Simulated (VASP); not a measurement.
# ErSc2Sb3 (P-3m1) in VASP: a series of runs, part 2 of 2

VASP 6.6.1.

**4. Single point, PBE**

Input file INCAR:

```
SYSTEM = ErSc2Sb3
PREC = Accurate ; ENCUT = 500
EDIFF = 1E-6 ; ISMEAR = 0
SIGMA = 0.1 ; LREAL = .FALSE.
LASPH = .TRUE. ; NELM = 200
ALGO = Normal ; ISIF = 2
LWAVE = .FALSE. ; LCHARG = .TRUE.
GGA = PE ; LELF = .TRUE.
LVHAR = .TRUE. ; NBANDS = 32
GGA_COMPAT = .FALSE. ; LMAXMIX = 6
```

Input file KPOINTS:

```
Automatic mesh
0
G
  6 6 2
  0 0 0
```

Input file POSCAR:

```
ErSc2Sb3
1.0
    4.2483940804      0.0000000000      0.0000000000
   -2.1241970402      3.6792171989      0.0000000000
    0.0000000000      0.0000000000     10.2234958364
Er Sc Sb
1 2 3
Direct
    0.0000000000      0.0000000000      0.0000000000
    0.3333333333      0.6666666667      0.6619484785
    0.6666666667      0.3333333333      0.3380515215
    0.3333333333      0.6666666667      0.1776997746
    0.6666666667      0.3333333333      0.8223002254
    0.0000000000      0.0000000000      0.5000000000
```

Potentials or basis: VASP PAW PBE potentials, release 64 (Er_3, Sc_sv, Sb), 4f in core.

Started as:

```
cat potpaw_PBE.64/Er_3/POTCAR potpaw_PBE.64/Sc_sv/POTCAR potpaw_PBE.64/Sb/POTCAR > POTCAR
mpirun -np 1 vasp_std > vasp.out
```

OUTCAR:

```text
SYSTEM = ErSc2Sb3
   PREC = Accurate
   ENCUT = 500
   EDIFF = 1E-6
   ISMEAR = 0
   LREAL = .FALSE.
   LASPH = .TRUE.
   NELM = 200
   ISIF = 2
   GGA = PE

 ion  position               nearest neighbor table
   1  0.000  0.000  0.000-   4 3.05   5 3.05   4 3.05   5 3.05   5 3.05   4 3.05
   2  0.333  0.667  0.662-   5 2.95   5 2.95   5 2.95   6 2.96   6 2.96   6 2.96
   3  0.667  0.333  0.338-   4 2.95   4 2.95   4 2.95   6 2.96   6 2.96   6 2.96
   4  0.333  0.667  0.178-   3 2.95   3 2.95   3 2.95   1 3.05   1 3.05   1 3.05
   5  0.667  0.333  0.822-   2 2.95   2 2.95   2 2.95   1 3.05   1 3.05   1 3.05
   6  0.000  0.000  0.500-   2 2.96   3 2.96   2 2.96   3 2.96   3 2.96   2 2.96

[... 685 lines left out ...]
  Total        0.0788213      0.0788213      0.6295381     -0.0000000      0.0000000     -0.0000000
  in kB        0.7902680      0.7902680      6.3117964     -0.0000000      0.0000000     -0.0000000
  external PRESSURE =       2.6307774 kB  Pullay stress =       0.0000000 kB

 VOLUME and BASIS-vectors are now :
 -----------------------------------------------------------------------------
  energy-cutoff  :      500.00
  volume of cell :      159.80
      direct lattice vectors                 reciprocal lattice vectors
     4.248394080  0.000000000  0.000000000     0.235383060  0.135898473  0.000000000
    -2.124197040  3.679217199  0.000000000     0.000000000  0.271796946  0.000000000
     0.000000000  0.000000000 10.223495836     0.000000000  0.000000000  0.097813900

 POSITION                                       TOTAL-FORCE (eV/Angst)
 -----------------------------------------------------------------------------------
      0.00000      0.00000      0.00000         0.000000      0.000000      0.000000
     -0.00000      2.45281      6.76743        -0.000000     -0.000000     -0.009512
      2.12420      1.22641      3.45607        -0.000000      0.000000      0.009512
     -0.00000      2.45281      1.81671         0.000000     -0.000000      0.007290
      2.12420      1.22641      8.40678         0.000000      0.000000     -0.007290
      0.00000      0.00000      5.11175         0.000000      0.000000      0.000000
 -----------------------------------------------------------------------------------
    total drift:                               -0.000000      0.000000      0.000000

  FREE ENERGIE OF THE ION-ELECTRON SYSTEM (eV)
  ---------------------------------------------------
  free  energy   TOTEN  =       -35.3266348038 eV

  energy  without entropy=      -35.3263634926  energy(sigma->0) =      -35.32649915
```

OSZICAR:

```text
N       E                     dE             d eps       ncg     rms          rms(c)
DAV:   1     0.471543890067E+03    0.47154E+03   -0.19138E+04  1320   0.129E+03
DAV:   2    -0.115262302118E+01   -0.47270E+03   -0.46119E+03  1344   0.513E+02
DAV:   3    -0.372286353584E+02   -0.36076E+02   -0.34888E+02  1600   0.139E+02
DAV:   4    -0.387582274014E+02   -0.15296E+01   -0.15190E+01  1496   0.265E+01
DAV:   5    -0.388311680999E+02   -0.72941E-01   -0.72691E-01  1472   0.773E+00    0.247E+01
DAV:   6    -0.353340084057E+02    0.34972E+01   -0.12939E+01  1520   0.252E+01    0.123E+01
DAV:   7    -0.353147832093E+02    0.19225E-01   -0.84774E-01  1616   0.652E+00    0.557E+00
DAV:   8    -0.353331244739E+02   -0.18341E-01   -0.14801E-01  1576   0.202E+00    0.686E-01
DAV:   9    -0.353271381808E+02    0.59863E-02   -0.53988E-02  1560   0.172E+00    0.321E-01
DAV:  10    -0.353266318197E+02    0.50636E-03   -0.52959E-03  1472   0.615E-01    0.133E-01
DAV:  11    -0.353266271177E+02    0.47020E-05   -0.35116E-04  1504   0.208E-01    0.826E-02
DAV:  12    -0.353266369990E+02   -0.98813E-05   -0.64774E-05  1288   0.518E-02    0.117E-02
DAV:  13    -0.353266348309E+02    0.21680E-05   -0.26469E-05  1520   0.411E-02    0.545E-03
DAV:  14    -0.353266348038E+02    0.27122E-07   -0.14815E-06   904   0.121E-02
   1 F= -.35326635E+02 E0= -.35326499E+02  d E =-.271311E-03
```

It took 49 s on 1 thread of Intel Xeon 6975P-C (Granite Rapids), shared host; peak memory 0.32 GiB.

Results:

```
Free energy            : -35.3266 eV
Pressure               : 0.3 GPa
Largest force          : 0.010 eV/Å
Band gap on the k mesh : zero (bands 23 and 24 overlap by 1.40 eV)
```

Forces on the atoms (eV/Å):
```
Er   0.000  0.000  0.000
Sc   0.000  0.000 -0.010
Sc   0.000  0.000  0.010
Sb   0.000  0.000  0.007
Sb   0.000  0.000 -0.007
Sb   0.000  0.000  0.000
```

Stress tensor (GPa, compression positive):
```
0.08 0.00 0.00
0.00 0.08 0.00
0.00 0.00 0.63
```

Levels at points of the mesh, in eV from the Fermi level:
```
           k point  band 21  band 22  band 23  band 24  band 25  band 26
(0.00, 0.00, 0.00)     0.86     0.86     0.98     1.04     1.04     1.23
(0.50, 0.00, 0.00)    -1.46    -0.88    -0.71    -0.42     1.55     1.82
(0.00, 0.00, 0.50)    -0.45    -0.30    -0.30     1.03     1.03     1.34
(0.50, 0.00, 0.50)    -1.54    -1.25    -1.03     0.53     0.62     1.88
```

Caveat: spin-orbit coupling is left out, which moves the levels of the heavy elements; the 4f electrons are frozen in the core, so they carry no moment and show no levels.

**5. The runs side by side**

```csv
cell,k mesh,smearing,gap on the mesh (eV),pressure (GPa),largest force (eV/Å)
"a = 4.248, b = 4.248, c = 10.223 Å, angles 90.0, 90.0, 120.0°, 6 atoms, atomic positions A",4 × 4 × 2,gaussian 0.2 eV,none,0.3,0.02
"a = 5.421, b = 5.421, c = 5.872 Å, angles 90.0, 90.0, 120.0°, 6 atoms, atomic positions B",4 × 4 × 3,gaussian 0.2 eV,none,0.4,0.07
"a = 4.248, b = 4.248, c = 10.223 Å, angles 90.0, 90.0, 120.0°, 6 atoms, atomic positions A",6 × 6 × 2,gaussian 0.1 eV,none,0.3,0.01
```

Alike in all rows: task single point; level PBE; potentials or basis VASP PAW PBE potentials, release 64 (Er_3, Sc_sv, Sb), 4f in core; no spin polarisation; cutoff (eV) 500.

Caveats: some runs use coarse meshes; spin-orbit coupling is left out, which moves the levels of the heavy elements; the 4f electrons are frozen in the core, so they carry no moment and show no levels.

Absolute energies hang on the potentials; compare differences alone.
